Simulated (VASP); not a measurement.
# Si: single point with PBE+D3(BJ)

The system is Si.

```
CELL_PARAMETERS angstrom
3.84219 0.00000 0.00000
-1.92109 3.32743 0.00000
0.00000 0.00000 3.22678
ATOMIC_POSITIONS crystal
Si 0.33333 0.66667 0.88117
Si 0.66667 0.33333 0.11883
```

```
Program             : VASP 6.6.1
Task                : single point
Functional          : PBE
Dispersion          : D3(BJ)
Potentials or basis : VASP PAW PBE potentials, release 64 (Si)
Cutoff              : 520 eV
k mesh              : 18 × 18 × 18
Occupations         : gaussian, width 0.1 eV
Spin                : no spin polarisation
```

The pressure is -0.1 GPa, the largest force is 0.009 eV/Å and the band gap on the k mesh is zero (band 4 reaches 9.12 eV, above the bottom of band 5 at 2.83 eV). The dispersion energy per atom is -0.382 eV.

Forces on the atoms (eV/Å):
```
Si   0.000  0.000  0.009
Si   0.000  0.000 -0.009
```

Levels at points of the mesh, in eV from the Fermi level:
```csv
k point,band 1,band 2,band 3,band 4,band 5,band 6,band 7,band 8
"(0.00, 0.00, 0.00)",-12.04,-1.53,-1.53,-0.09,1.97,2.18,2.38,2.38
"(0.50, 0.00, 0.00)",-9.76,-8.04,-3.06,-0.12,3.21,3.38,6.63,6.86
"(0.00, 0.00, 0.50)",-10.14,-6.31,-0.30,-0.30,3.12,3.65,3.65,3.65
"(0.50, 0.00, 0.50)",-7.90,-6.26,-4.04,-2.32,-1.70,2.13,3.58,4.97
```

Run time: 91 s on 1 thread of AMD EPYC 9R45 96-Core Processor (Zen 5) (shared host), peak memory 0.29 GiB.

Caveat: pairwise dispersion overbinds metals, which lowers pressure and volume.
